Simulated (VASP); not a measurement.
SiMo3:

```
Si Mo
1.0
     4.18826    0.00000    0.00000
     0.00000    4.18826    0.00000
     0.00000    0.00000    4.18826
Si Mo
1 3
Direct
  0.50000 0.50000 0.50000
  0.00000 0.50000 0.50000
  0.50000 0.00000 0.50000
  0.50000 0.50000 0.00000
```

* Program: VASP 6.6.1
* Task: relaxation of cell and atoms
* Functional: PBE
* Potentials or basis: VASP PAW PBE potentials, release 64 (Si, Mo_sv)
* Cutoff: 500 eV
* k mesh: 5 × 5 × 5
* Occupations: gaussian, width 0.2 eV
* Spin: no spin polarisation

At the start: pressure 43.4 GPa; volume 18.37 Å³/atom.

Q: Where does the relaxation end?

A: Over 5 steps the energy falls by 558.0 meV/atom and the volume is 23.43 Å³/atom (+27.5 %); space group Pm-3m (No. 221, to 0.05 Å).

The path:
```csv
step,energy change (eV),largest force (eV/Å),pressure (GPa),volume (Å³)
1,0.0000,0.0000,43.37,73.47
2,1.5675,0.0000,-17.98,140.03
3,-2.2143,0.0000,-2.46,95.95
4,-2.2308,0.0000,-0.64,94.26
5,-2.2319,0.0000,0.01,93.71
```

Final structure:
```
Si Mo
1.0
     4.54208    0.00000    0.00000
     0.00000    4.54208    0.00000
     0.00000    0.00000    4.54208
Si Mo
1 3
Direct
  0.50000 0.50000 0.50000
  0.00000 0.50000 0.50000
  0.50000 0.00000 0.50000
  0.50000 0.50000 0.00000
```

Caveat: the volume moved by over 15 % at a fixed basis, so the end points are rough.
